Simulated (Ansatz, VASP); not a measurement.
Two plane-wave programs on ZnO

```xyz
4
Lattice="3.2819 0.0000 0.0000 -1.6409 2.8422 0.0000 0.0000 0.0000 5.2038" Properties=species:S:1:pos:R:3 pbc="T T T"
Zn    0.0000    1.8948    0.0000
Zn    1.6409    0.9474    2.6019
O     0.0000    1.8948    1.9884
O     1.6409    0.9474    4.5903
```

Change from the starting cell: equal xx and yy strain of +1 %, PAW files.

Alike in both runs: task electric field gradients; functional LDA; k mesh 11 × 11 × 6; occupations fermi-dirac, width 0.02 eV; no spin polarisation.

|  | VASP | Ansatz |
| --- | --- | --- |
| version | VASP 6.6.1 | Ansatz 0.2.0 |
| potentials or method | VASP PAW LDA potentials, release 64 (Zn, O) | PAW with Ansatz's default frozen-core files, scalar-relativistic |
| plane-wave cutoff (eV) | 520 | 420 |
| valence electrons in the cell | 36 | 36 |

```tsv
	VASP	Ansatz	Ansatz less VASP
pressure (GPa)	-8.5	-9.5	-0.96
traceless stress, the component that is largest in VASP (GPa)	1.80	1.76	-0.040
rms of the force components (eV/Å)	0.016	0.013	-0.0028
size of Vzz on the site where it differs most (V/Å²)	4.7	4.6	-0.11
```

LDA's correlation is that of Perdew and Zunger in VASP and of Perdew and Wang (1992) in Ansatz. Atom by atom the forces differ by 0.003 eV/Å (rms over components).
